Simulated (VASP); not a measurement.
**SiC5: single point with PBE**

The system is SiC5.

```
CELL_PARAMETERS angstrom
2.65349 0.00000 0.00000
-1.32675 2.29799 0.00000
0.00000 0.00000 12.99941
ATOMIC_POSITIONS crystal
Si 0.00000 0.00000 0.50000
C 0.00000 0.00000 0.00000
C 0.33333 0.66667 0.83333
C 0.66667 0.33333 0.66667
C 0.33333 0.66667 0.33333
C 0.66667 0.33333 0.16667
```

| Property | Result |
| --- | --- |
| Program | VASP 6.6.1 |
| Task | single point |
| Functional | PBE |
| Potentials or basis | VASP PAW PBE potentials, release 64 (Si, C) |
| Cutoff | 520 eV |
| k mesh | 6 × 6 × 2 |
| Occupations | gaussian, width 0.1 eV |
| Spin | no spin polarisation |

```
Pressure               : -23.7 GPa
Largest force          : 0.104 eV/Å
Band gap on the k mesh : zero (band 12 reaches 6.63 eV, above the bottom of band 13 at 1.35 eV)
```

Forces on the atoms (eV/Å):
```
Si   0.000  0.000  0.000
C    0.000  0.000  0.000
C    0.000  0.000  0.031
C    0.000  0.000 -0.104
C    0.000  0.000  0.104
C    0.000  0.000 -0.031
```

Stress tensor (GPa, compression positive):
```
-21.35   0.00   0.00
  0.00 -21.35   0.00
  0.00   0.00 -28.48
```

Levels at points of the mesh, in eV from the Fermi level:
| k point | band 10 | band 11 | band 12 | band 13 | band 14 | band 15 |
| --- | --- | --- | --- | --- | --- | --- |
| (0.00, 0.00, 0.00) | 2.47 | 3.09 | 3.54 | 3.54 | 3.64 | 3.64 |
| (0.50, 0.00, 0.00) | -3.19 | -2.23 | -1.54 | 0.03 | 0.67 | 1.65 |
| (0.00, 0.00, 0.50) | 0.92 | 3.53 | 3.53 | 3.65 | 3.65 | 3.81 |
| (0.50, 0.00, 0.50) | -2.69 | -2.47 | -1.97 | 0.53 | 1.02 | 1.16 |

Wall time 18 s on 1 thread of AMD EPYC 9R45 96-Core Processor (Zen 5), on a shared host, peak memory 0.15 GiB.

Caveat: the k points lie up to 0.46 Å⁻¹ apart.
